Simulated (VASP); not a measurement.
CdTe, 2 atoms in the cell. Symmetry: F-43m, No. 216, cubic system. The conventional cell has a = 6.560 Å, b = 6.560 Å, c = 6.560 Å, α = 90.00°, β = 90.00°, γ = 90.00°. Within 3.7 Å of Cd (site symmetry -43m) lie 4 Te at 2.84 Å. Te (site symmetry -43m) has 4 Cd at 2.84 Å within 3.7 Å. 

| Item | Value |
| --- | --- |
| Program | VASP 6.6.1 |
| Task | single point |
| Functional | PBE-based screened hybrid with 75 % exact exchange |
| Potentials or basis | VASP PAW PBE potentials, release 64 (Cd, Te) |
| Cutoff | 520 eV |
| k mesh | 4 × 4 × 4 |
| Occupations | gaussian, width 0.01 eV |
| Spin | no spin polarisation |
| Dipole correction | no |
| Grid for exact exchange (PRECFOCK) | Normal |
| Share of exact exchange | 0.75 |
| Further INCAR settings | ALGO = Normal; EDIFF = 1e-06; NBANDS = 16 |
| Screening parameter | 0.3 1/Å |

Potentials or basis: VASP PAW PBE potentials, release 64 (Cd, Te).

Command:

```console
$ cat potpaw_PBE.64/Cd/POTCAR potpaw_PBE.64/Te/POTCAR > POTCAR
$ cp INCAR.step1 INCAR
$ mpirun -np 1 vasp_std > vasp.out
$ cp INCAR.step2 INCAR
$ mpirun -np 1 vasp_std > vasp.out
```

Hardware: 1 thread of AMD EPYC 7R43 64-Core Processor (Zen 3) (shared host).

Problem. Estimate the wall time of this run.

Solution. Wall time 25 min on 1 thread of AMD EPYC 7R43 64-Core Processor (Zen 3), on a shared host, peak memory 0.28 GiB. Counts: k points 8.
